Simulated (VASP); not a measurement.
# TaGa2: single point with PBE

TaGa2:

```xyz
3
Lattice="2.8721 0.0000 0.0000 0.0000 2.8721 0.0000 0.0000 0.0000 5.9539" Properties=species:S:1:pos:R:3 pbc="T T T"
Ta    0.0000    0.0000    0.0000
Ga    1.4360    1.4360    1.6928
Ga    1.4360    1.4360    4.2611
```

```
Program             : VASP 6.6.1
Task                : single point
Functional          : PBE
Potentials or basis : VASP PAW PBE potentials, release 64 (Ta_pv, Ga_d)
Cutoff              : 520 eV
k mesh              : 6 × 6 × 4
Occupations         : gaussian, width 0.1 eV
Spin                : no spin polarisation
```

```json
{"Pressure": "20.5 GPa", "Largest force": "2.908 eV/Å"}
```

Forces in eV/Å, atoms in the order of the input:
```
Ta   0.000  0.000  0.000
Ga   0.000  0.000  2.908
Ga   0.000  0.000 -2.908
```

Stress tensor (GPa, compression positive):
```
15.76  0.00  0.00
 0.00 15.76  0.00
 0.00  0.00 30.12
```

Levels at points of the mesh, in eV from the Fermi level:
| k point | band 15 | band 16 | band 17 | band 18 | band 19 | band 20 | band 21 | band 22 | band 23 | band 24 |
| --- | --- | --- | --- | --- | --- | --- | --- | --- | --- | --- |
| (0.00, 0.00, 0.00) | -6.74 | -5.80 | -2.57 | 0.44 | 1.84 | 1.84 | 4.69 | 6.21 | 7.05 | 7.05 |
| (0.50, 0.00, 0.00) | -6.11 | -5.59 | -1.67 | -1.29 | -1.15 | 1.03 | 3.12 | 4.14 | 4.49 | 8.07 |
| (0.50, 0.50, 0.00) | -3.09 | -3.09 | -1.05 | -1.05 | -0.59 | 0.30 | 0.46 | 6.81 | 7.05 | 7.05 |
| (0.00, 0.00, 0.50) | -9.16 | -2.98 | -2.57 | -0.52 | 1.72 | 1.72 | 4.69 | 5.37 | 8.28 | 8.28 |
| (0.50, 0.00, 0.50) | -5.13 | -4.94 | -3.19 | -1.36 | -1.13 | 1.07 | 3.11 | 4.15 | 6.99 | 7.38 |
| (0.50, 0.50, 0.50) | -3.56 | -3.56 | -2.10 | 0.22 | 0.22 | 0.81 | 4.15 | 4.15 | 4.36 | 4.51 |

It took 13 s on 1 thread of Intel(R) Xeon(R) 6975P-C (Granite Rapids) (shared host), peak memory 0.19 GiB.

Caveat: the k points lie up to 0.36 Å⁻¹ apart; spin-orbit coupling is left out, which moves the levels of the heavy elements; forces of over 1 eV/Å act on the atoms, so gaps and moduli don't describe the material at rest.
